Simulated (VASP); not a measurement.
A run of VASP 6.6.1 is set up as follows.

File INCAR:

```
SYSTEM = ZrN
  PREC = Accurate
  ENCUT = 600
  EDIFF = 1E-7
  ISMEAR = 0
  SIGMA = 0.1
  LREAL = .False.
  LASPH = .True.
  NELM = 120
  ALGO = Normal
  ISIF = 3
  LWAVE = .False.
  LCHARG = .False.
  GGA = PE
  IVDW = 12
  IBRION = 2
  NSW = 100
  EDIFFG = -0.002
  GGA_COMPAT = .False.
  NELMIN = 4
```

File KPOINTS:

```
regular mesh
0
Gamma
  16 16 16
  0 0 0
```

The input POSCAR:

```
ZrN
1.0
    0.0000000000      2.2942655900      2.2942655900
    2.2942655900      0.0000000000      2.2942655900
    2.2942655900      2.2942655900      0.0000000000
Zr N
1 1
Direct
    0.5000000000      0.5000000000      0.5000000000
    0.0000000000      0.0000000000      0.0000000000
```

Potentials or basis: VASP PAW PBE potentials, release 64 (Zr_sv, N).

Launch:

```bash
$ cat potpaw_PBE.64/Zr_sv/POTCAR potpaw_PBE.64/N/POTCAR > POTCAR
$ mpirun -np 1 vasp_std > vasp.out
```

(1) What does it give for the relaxed cell?

(2) What does it give for the relaxed volume?

## Answers

(1) a = 3.224 Å, b = 3.224 Å, c = 3.224 Å, α = 60.00°, β = 60.00°, γ = 60.00°.

(2) 11.85 Å³/atom.

Caveat: an odd number of electrons without spin polarisation forces a metal; a magnetic or distorted state may lie lower.
